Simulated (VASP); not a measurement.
Here is a VASP 6.6.1 calculation.

Contents of INCAR:

```
PREC     = Accurate       # precision mode
ENCUT    = 520            # plane-wave cutoff, eV
EDIFF    = 1E-7           # SCF threshold, eV
ISMEAR   = 0              # smearing method
SIGMA    = 0.1            # smearing width, eV
LREAL    = False          # projectors in reciprocal space
LASPH    = True           # aspherical terms in the spheres
NELM     = 100            # most SCF steps
ALGO     = Normal         # electronic algorithm
ISIF     = 2              # what is computed and relaxed
LWAVE    = False          # write WAVECAR
LCHARG   = False          # write CHGCAR
GGA      = PS             # functional
NBANDS   = 11             # bands
```

Contents of KPOINTS:

```
regular mesh
0
Gamma
  10 10 10
```

Contents of POSCAR:

```
Hf
1.0
    3.1263517100      0.0000000000      0.0000000000
   -1.0421172364      2.9475526594      0.0000000000
   -1.0421172364     -1.4737763292      2.5526554823
Hf
1
Direct
    0.0000000000      0.0000000000      0.0000000000
```

Potentials or basis: VASP PAW PBE potentials, release 64 (Hf_pv).

Launch:

```bash
$ cat potpaw_PBE.64/Hf_pv/POTCAR > POTCAR
$ mpirun -np 1 vasp_std > vasp.out
```

**Question.** What does it give for the band gap on the k mesh?

**Answer.** Zero (band 5 reaches 5.55 eV, above the bottom of band 6 at 3.38 eV).

**Question.** What does it give for the pressure?

**Answer.** -9.4 GPa.

Caveat: the PAW data sets were made with another functional, which shifts forces and pressure a little; spin-orbit coupling is left out, which moves the levels of the heavy elements.
